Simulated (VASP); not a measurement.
Runs of VASP 6.6.1 on Mg2PCl. The structure is that of space group R-3m (No. 166), or close to it. The cells are those of the table. 

```csv
task,cell,k mesh,cutoff (eV),smearing,gap on the mesh (eV),pressure (GPa),relaxed volume (Å³/atom),largest force (eV/Å)
single point,"a = 6.560 Å, angles 34.2°, 4 atoms",9 × 9 × 9,520,gaussian 0.02 eV,0.99,-0.1,-,0.02
single point,"a = 6.560 Å, angles 34.2°, 4 atoms",9 × 9 × 9,520,gaussian 0.01 eV,0.99,-0.1,-,0.02
relaxation of cell and atoms,"relaxed from a = 6.563 Å, angles 34.2°, 4 atoms",9 × 9 × 9,600,gaussian 0.02 eV,1.01,0.0,19.89,-
relaxation of cell and atoms,"relaxed from a = 6.560 Å, angles 34.2°, 4 atoms",9 × 9 × 9,600,gaussian 0.01 eV,1.01,0.0,19.89,-
single point,"a = 6.701 Å, angles 30.6°, 4 atoms",6 × 6 × 6,520,gaussian 0.1 eV,1.37,18.9,-,(a)
```

Alike in all rows: level PBEsol; potentials or basis VASP PAW PBE potentials, release 64 (Mg, P, Cl); no spin polarisation.

Fill in the values left out.

(a) 2.94.

Caveats: the PAW data sets were made with another functional, which shifts forces and pressure a little.

A k mesh can miss the band edges.
